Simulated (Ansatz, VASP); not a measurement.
# One calculation of AlN, two programs

```
CELL_PARAMETERS angstrom
6.26041 0.00000 0.00000
-3.13021 5.42168 0.00000
0.00000 0.00000 5.01806
ATOMIC_POSITIONS crystal
Al 0.33355 0.16647 0.50002
Al 0.33355 0.66647 0.50002
Al 0.83355 0.16647 0.50002
Al 0.83355 0.66647 0.50002
Al 0.16647 0.33355 0.00002
Al 0.16647 0.83355 0.00002
Al 0.66647 0.33355 0.00002
Al 0.66647 0.83355 0.00002
N 0.33196 0.16802 0.87998
N 0.16802 0.33196 0.37998
N 0.33196 0.66802 0.87998
N 0.16802 0.83196 0.37998
N 0.83196 0.16802 0.87998
N 0.66802 0.33196 0.37998
N 0.83196 0.66802 0.87998
N 0.66802 0.83196 0.37998
```

Alike in both runs: task single point; functional PBE; k mesh 1 × 1 × 2; occupations fermi-dirac, width 0.01 eV; no spin polarisation.

|  | VASP | Ansatz |
| --- | --- | --- |
| version | VASP 6.6.1 | Ansatz 0.2.0 |
| potentials or method | VASP PAW PBE potentials, release 64 (Al, N), cutoff 600 eV | plane-wave PAW DFT |
| valence electrons in the cell | 64 | 64 |

```csv
,VASP,Ansatz,Ansatz less VASP
gap on the k mesh at the Fermi level (eV),4.00,3.99,-0.009
rms of the force components (eV/Å),0.267,0.266,-0.0010
```

The k mesh is coarse, so the values compare programs but aren't converged.
